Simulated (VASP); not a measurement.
**Sc: electric field gradients with PBE**

Crystal: Sc.

```
CELL_PARAMETERS angstrom
3.33614 0.00000 0.00000
-1.66807 2.88919 0.00000
0.00000 0.00000 5.31154
ATOMIC_POSITIONS crystal
Sc 0.33333 0.66667 0.25000
Sc 0.66667 0.33333 0.75000
```

This cell differs from its parent crystal: volume scaled by 1.025.

```yaml
Program: VASP 6.6.1
Task: electric field gradients
Functional: PBE
Potentials_or_basis: VASP PAW PBE potentials, release 64 (Sc_sv)
Cutoff: 520 eV
k_mesh: 13 × 13 × 7
Occupations: fermi-dirac, width 0.03 eV
Spin: no spin polarisation
Dipole_correction: no
Further_INCAR_settings: ALGO = Normal; EDIFF = 1e-08; NBANDS = 18
```

```yaml
Pressure: -1.9 GPa
Band_gap_on_the_k_mesh: zero (band 11 reaches 4.18 eV, above the bottom of band 12 at 3.03 eV)
```

Stress tensor (GPa, compression positive):
```
-1.36  0.00  0.00
 0.00 -1.36  0.00
 0.00  0.00 -2.94
```

Levels at points of the mesh, in eV from the Fermi level:
| k point | band 8 | band 9 | band 10 | band 11 | band 12 | band 13 | band 14 | band 15 |
| --- | --- | --- | --- | --- | --- | --- | --- | --- |
| (0.00, 0.00, 0.00) | -27.95 | -5.07 | -1.63 | 0.38 | 1.55 | 1.55 | 1.67 | 1.95 |

Electric field gradients, principal values (V/Å²):
```
atom   least  middle  greatest (by size)
1 Sc  -4.444  -4.446               8.890
2 Sc  -4.444  -4.446               8.890
```

Wall time 90 s on 1 thread of Intel Xeon 6975P-C, on a shared host, peak memory 0.22 GiB.

Caveat: without QUAD_EFG the Cq values of the log hold for a quadrupole moment of 1 mb, not for the nuclei.
